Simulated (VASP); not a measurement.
Wanted: the native input for a VASP 6.6.1 run.

| Property | Result |
| --- | --- |
| Task | single point |
| Functional | PBE |
| Potentials or basis | VASP PAW PBE potentials, release 64 (Li_sv, O) |
| Cutoff | 750 eV |
| k mesh | 6 × 6 × 6 |
| Occupations | gaussian, width 0.1 eV |
| Spin | no spin polarisation |
| Hubbard terms | O p U = 2.3 eV |
| Dipole correction | no |
| Further INCAR settings | ALGO = Normal; EDIFF = 1e-06; NBANDS = 13 |

The structure of Li2O lies in POSCAR:

```
Li2O
1.0
    0.0000000000      2.3268543819      2.3268543819
    2.3268543819      0.0000000000      2.3268543819
    2.3268543819      2.3268543819      0.0000000000
Li O
2 1
Direct
    0.7500000000      0.7500000000      0.7500000000
    0.2500000000      0.2500000000      0.2500000000
    0.0000000000      0.0000000000      0.0000000000
```

These files were run (other wordings do the same):

INCAR

```
SYSTEM = Li2O
PREC = Accurate
ENCUT = 750
EDIFF = 1E-6
ISMEAR = 0
SIGMA = 0.1
LREAL = .False.
LASPH = .True.
NELM = 200
ALGO = Normal
ISIF = 2
LWAVE = .False.
LCHARG = .False.
LDAU = .True.
LDAUTYPE = 2
LDAUL = -1 1
LDAUU = 0 2.3
LDAUJ = 0 0
LDAUPRINT = 1
GGA = PE
NBANDS = 13
GGA_COMPAT = .False.
```

KPOINTS

```
Automatic mesh
0
Gamma
  6 6 6
  0 0 0
```

Potentials or basis: VASP PAW PBE potentials, release 64 (Li_sv, O).

Run with:

```console
$ cat potpaw_PBE.64/Li_sv/POTCAR potpaw_PBE.64/O/POTCAR > POTCAR
$ mpirun -np 1 vasp_std > vasp.out
```

It gave:

```
Pressure               : -2.3 GPa
Band gap on the k mesh : 5.00 eV (least direct gap 5.19 eV)
```

It took 21 s on 1 thread of Intel Xeon 8259CL, with other jobs on the host, peak memory 0.13 GiB.
